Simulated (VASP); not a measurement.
# BAs (I-4m2) in VASP: further runs, part 2 of 2

VASP 6.6.1. The steps go on from the part before.

## Step 4: Single point, PBE (strain -0.0100 x Voigt [1, 0, 0, 0, 0, 0])

Input file INCAR:

```
SYSTEM = BAs
PREC = Accurate
ENCUT = 520
EDIFF = 1E-6
ISMEAR = 0
SIGMA = 0.05
LREAL = .FALSE.
LASPH = .TRUE.
NELM = 60
ALGO = Normal
ISIF = 2
LWAVE = .FALSE.
LCHARG = .FALSE.
GGA = PE
NBANDS = 11
```

Input file KPOINTS:

```
regular mesh
0
G
  10 10 10
  0 0 0
```

Input file POSCAR:

```
BAs
1.0
    0.0000000000      2.3885000000      2.3885000000
    2.3646150000      0.0000000000      2.3885000000
    2.3646150000      2.3885000000      0.0000000000
B As
1 1
Direct
    0.0000000000      0.0000000000      0.0000000000
    0.7500000000      0.7500000000      0.7500000000
```

Potentials or basis: VASP PAW PBE potentials, release 64 (B, As).

Command:

```bash
$ cat potpaw_PBE.64/B/POTCAR potpaw_PBE.64/As/POTCAR > POTCAR
$ mpirun -np 1 vasp_std > vasp.out
```

OUTCAR:

```text
SYSTEM = BAs
   PREC = Accurate
   ENCUT = 520
   EDIFF = 1E-6
   ISMEAR = 0
   LREAL = .FALSE.
   LASPH = .TRUE.
   NELM = 60
   ISIF = 2
   GGA = PE

 ion  position               nearest neighbor table
   1  0.000  0.000  0.000-   2 2.06   2 2.06   2 2.06   2 2.06
   2  0.750  0.750  0.750-   1 2.06   1 2.06   1 2.06   1 2.06

  LATTYP: Found a body centered tetragonal cell.
 ALAT       =     3.3778490937
 C/A-ratio  =     1.4000714267

  Lattice vectors:

 A1 = (  -2.3646150000,   0.0000000000,  -2.3885000000)
 A2 = (  -2.3646150000,   0.0000000000,   2.3885000000)
 A3 = (   2.3646150000,   2.3885000000,   0.0000000000)

Analysis of symmetry for initial positions (statically):
=====================================================================
 Subroutine PRICEL returns:
 Original cell was already a primitive cell.

 Routine SETGRP: Setting up the symmetry group for a
 body centered tetragonal supercell.

 Subroutine GETGRP returns: Found  8 space group operations
 (whereof  8 operations were pure point group operations)
 out of a pool of 16 trial point group operations.

The static configuration has the point symmetry D_2d.
[... 165 lines left out ...]
 cond. band min:       7.3150875672   @ k =   0.0000   0.4000   0.4000
 fundamental gap:      1.0126761907
 Fermi energy:         6.5733611953

 k-point     1 :       0.0000    0.0000    0.0000
  band No.  band energies     occupation
      1      -9.2556      2.00000
      2       6.2055      2.00000
      3       6.2055      2.00000
      4       6.3024      2.00000
      5       9.4842      0.00000
      6       9.5493      0.00000
      7       9.5493      0.00000
      8      11.0517      0.00000
      9      15.8701      0.00000
     10      19.0909      0.00000
     11      19.3619      0.00000
[... 309 lines left out ...]
 k-point    24 :       0.4000    0.3000   -0.0000
  band No.  band energies     occupation
      1      -6.5993      2.00000
      2      -0.2712      2.00000
      3       2.2338      2.00000
      4       2.7451      2.00000
      5       7.9719      0.00000
      6       9.6652      0.00000
      7      15.0896      0.00000
      8      15.4242      0.00000
      9      18.3430      0.00000
     10      22.0946      0.00000
     11      22.2599      0.00000

 [... further k-points ...]
[... 5 lines left out ...]
  --------------------------------------------------------------------------------------
  -------------------------------------------------------------------------------------
  Total        1.0595508      0.7131039      0.7131039     -0.0000000      0.0000000     -0.0000000
  in kB       62.9203971     42.3469816     42.3469816     -0.0000000      0.0000000     -0.0000000
  external PRESSURE =      49.2047868 kB  Pullay stress =       0.0000000 kB

 VOLUME and BASIS-vectors are now :
 -----------------------------------------------------------------------------
  energy-cutoff  :      520.00
  volume of cell :       26.98
      direct lattice vectors                 reciprocal lattice vectors
     0.000000000  2.388500000  2.388500000    -0.211450913  0.209336404  0.209336404
     2.364615000  0.000000000  2.388500000     0.211450913 -0.209336404  0.209336404
     2.364615000  2.388500000  0.000000000     0.211450913  0.209336404 -0.209336404

 POSITION                                       TOTAL-FORCE (eV/Angst)
 -----------------------------------------------------------------------------------
      0.00000      0.00000      0.00000         0.000000     -0.000000      0.000000
      3.54692      3.58275      3.58275        -0.000000      0.000000     -0.000000
 -----------------------------------------------------------------------------------
    total drift:                                0.000000      0.000000      0.000000

  FREE ENERGIE OF THE ION-ELECTRON SYSTEM (eV)
  ---------------------------------------------------
  free  energy   TOTEN  =       -11.3980783459 eV

  energy  without entropy=      -11.3980783459  energy(sigma->0) =      -11.39807835
```

Wall time 13 s (1 thread of Intel Xeon 6975P-C (Granite Rapids), shared host); peak memory 0.17 GiB.

What came out:

- Free energy: -11.3981 eV
- Pressure: 4.9 GPa
- Band gap on the k mesh: 1.01 eV, indirect (least direct gap 3.18 eV)

Stress tensor (GPa, compression positive):
```
6.29 0.00 0.00
0.00 4.23 0.00
0.00 0.00 4.23
```

Levels at points of the mesh, in eV from the valence-band top:
| k point | band 1 | band 2 | band 3 | band 4 | band 5 | band 6 | band 7 | band 8 |
| --- | --- | --- | --- | --- | --- | --- | --- | --- |
| (0.00, 0.00, 0.00) | -15.56 | -0.10 | -0.10 | 0.00 | 3.18 | 3.25 | 3.25 | 4.75 |
| (0.50, 0.00, 0.00) | -12.65 | -8.93 | -1.96 | -1.84 | 2.68 | 4.68 | 4.78 | 8.82 |
| (0.50, 0.50, 0.00) | -11.34 | -8.68 | -4.16 | -4.15 | 1.39 | 1.41 | 11.32 | 11.47 |
| (0.00, 0.50, 0.50) | -11.26 | -8.60 | -4.25 | -4.25 | 1.27 | 1.28 | 11.40 | 11.40 |

Caveat: the cell differs from its parent crystal (strain -0.0100 x Voigt [1, 0, 0, 0, 0, 0]). A k mesh can miss the band edges.

## Step 5: Single point, PBE (strain +0.0300 x Voigt [1, 0, 0, 0, 0, 0])

Input file INCAR:

```
PREC = Accurate
ENCUT = 520
EDIFF = 1E-6
ISMEAR = 0
SIGMA = 0.05
LREAL = F
LASPH = T
NELM = 60
ALGO = Normal
ISIF = 2
LWAVE = F
LCHARG = T
GGA = PE
LELF = T
LVHAR = T
NBANDS = 11
```

Input file KPOINTS:

```
Automatic mesh
0
Gamma
  10 10 10
```

Input file POSCAR:

```
BAs
1.0
    0.0000000000      2.3885000000      2.3885000000
    2.4601550000      0.0000000000      2.3885000000
    2.4601550000      2.3885000000      0.0000000000
B As
1 1
Direct
    0.0000000000      0.0000000000      0.0000000000
    0.7500000000      0.7500000000      0.7500000000
```

Potentials or basis: VASP PAW PBE potentials, release 64 (B, As).

Command:

```bash
$ cat potpaw_PBE.64/B/POTCAR potpaw_PBE.64/As/POTCAR > POTCAR
$ mpirun -np 1 vasp_std > vasp.out
```

OUTCAR:

```text
PREC = Accurate
   ENCUT = 520
   EDIFF = 1E-6
   ISMEAR = 0
   LREAL = F
   LASPH = T
   NELM = 60
   ISIF = 2
   GGA = PE

 ion  position               nearest neighbor table
   1  0.000  0.000  0.000-   2 2.09   2 2.09   2 2.09   2 2.09
   2  0.750  0.750  0.750-   1 2.09   1 2.09   1 2.09   1 2.09

  LATTYP: Found a body centered tetragonal cell.
 ALAT       =     3.3778490937
 C/A-ratio  =     1.4566399692

  Lattice vectors:

 A1 = (   2.4601550000,   0.0000000000,   2.3885000000)
 A2 = (   2.4601550000,   0.0000000000,  -2.3885000000)
[... 514 lines left out ...]
      7      14.1957      0.00000
      8      14.9086      0.00000
      9      17.6642      0.00000
     10      21.1235      0.00000
     11      21.5791      0.00000

 [... further k-points ...]
[... 5 lines left out ...]
  --------------------------------------------------------------------------------------
  -------------------------------------------------------------------------------------
  Total       -0.8359680      0.2489094      0.2489094      0.0000000      0.0000000      0.0000000
  in kB      -47.7152560     14.2072158     14.2072158      0.0000000      0.0000000      0.0000000
  external PRESSURE =      -6.4336082 kB  Pullay stress =       0.0000000 kB

 VOLUME and BASIS-vectors are now :
 -----------------------------------------------------------------------------
  energy-cutoff  :      520.00
  volume of cell :       28.07
      direct lattice vectors                 reciprocal lattice vectors
     0.000000000  2.388500000  2.388500000    -0.203239227  0.209336404  0.209336404
     2.460155000  0.000000000  2.388500000     0.203239227 -0.209336404  0.209336404
     2.460155000  2.388500000  0.000000000     0.203239227  0.209336404 -0.209336404

 POSITION                                       TOTAL-FORCE (eV/Angst)
 -----------------------------------------------------------------------------------
      0.00000      0.00000      0.00000         0.000000      0.000000      0.000000
      3.69023      3.58275      3.58275        -0.000000     -0.000000     -0.000000
 -----------------------------------------------------------------------------------
    total drift:                                0.000000      0.000000      0.000000

  FREE ENERGIE OF THE ION-ELECTRON SYSTEM (eV)
  ---------------------------------------------------
  free  energy   TOTEN  =       -11.4028947873 eV

  energy  without entropy=      -11.4028947873  energy(sigma->0) =      -11.40289479
```

OSZICAR:

```text
N       E                     dE             d eps       ncg     rms          rms(c)
DAV:   1     0.114988763089E+02    0.11499E+02   -0.38223E+03  2252   0.644E+02
DAV:   2    -0.112830941440E+02   -0.22782E+02   -0.21609E+02  3138   0.103E+02
DAV:   3    -0.119831861208E+02   -0.70009E+00   -0.69846E+00  2796   0.166E+01
DAV:   4    -0.119852046402E+02   -0.20185E-02   -0.20184E-02  2516   0.101E+00
DAV:   5    -0.119852078150E+02   -0.31747E-05   -0.31747E-05  2716   0.430E-02    0.472E+00
DAV:   6    -0.114612334518E+02    0.52397E+00   -0.14954E+00  2391   0.488E+00    0.230E+00
DAV:   7    -0.114088129956E+02    0.52420E-01   -0.17068E-01  2629   0.204E+00    0.961E-01
DAV:   8    -0.114024323100E+02    0.63807E-02   -0.19532E-02  2529   0.788E-01    0.954E-02
DAV:   9    -0.114027315467E+02   -0.29924E-03   -0.78119E-04  2577   0.158E-01    0.555E-02
DAV:  10    -0.114028884709E+02   -0.15692E-03   -0.19342E-04  2383   0.845E-02    0.119E-02
DAV:  11    -0.114028945132E+02   -0.60424E-05   -0.55521E-06  2781   0.157E-02    0.986E-03
DAV:  12    -0.114028947873E+02   -0.27406E-06   -0.28135E-06  2376   0.915E-03
   1 F= -.11402895E+02 E0= -.11402895E+02  d E =-.402415E-20
```

stdout:

```text
POSCAR found type information on POSCAR B As
 POSCAR found :  2 types and       2 ions
 scaLAPACK will be used
 LDA part: xc-table for (Slater+PW92), standard interpolation
 POSCAR, INCAR and KPOINTS ok, starting setup
 FFT: planning ... GRIDC
 FFT: planning ... GRID_SOFT
 FFT: planning ... GRID
 WAVECAR not read
 entering main loop
```

It took 14 s on 1 thread of Intel Xeon 6975P-C (Granite Rapids), shared host; peak memory 0.17 GiB.

What came out:

```
Free energy            : -11.4029 eV
Pressure               : -0.6 GPa
Band gap on the k mesh : 0.99 eV, indirect (least direct gap 3.09 eV)
```

Stress tensor (GPa, compression positive):
```
-4.77  0.00  0.00
 0.00  1.42  0.00
 0.00  0.00  1.42
```

Caveat: the cell differs from its parent crystal (strain +0.0300 x Voigt [1, 0, 0, 0, 0, 0]). A k mesh can miss the band edges.

## Step 6: Overview

| cell | gap on the mesh (eV) | pressure (GPa) |
| --- | --- | --- |
| a = 3.378, b = 3.344, c = 3.344 Å, angles 60.7, 59.7, 59.7°, 2 atoms | 0.85 | 6.5 |
| a = 3.378, b = 3.328, c = 3.328 Å, angles 61.0, 59.5, 59.5°, 2 atoms | 0.68 | 8.1 |
| a = 3.378, b = 3.361, c = 3.361 Å, angles 60.3, 59.8, 59.8°, 2 atoms | 1.01 | 4.9 |
| a = 3.378, b = 3.429, c = 3.429 Å, angles 59.0, 60.5, 60.5°, 2 atoms | 0.99 | -0.6 |

Alike in all rows: task single point; level PBE; potentials or basis VASP PAW PBE potentials, release 64 (B, As); no spin polarisation; k mesh 10 × 10 × 10; cutoff (eV) 520; smearing gaussian 0.05 eV.

Absolute energies hang on the potentials; compare differences alone.
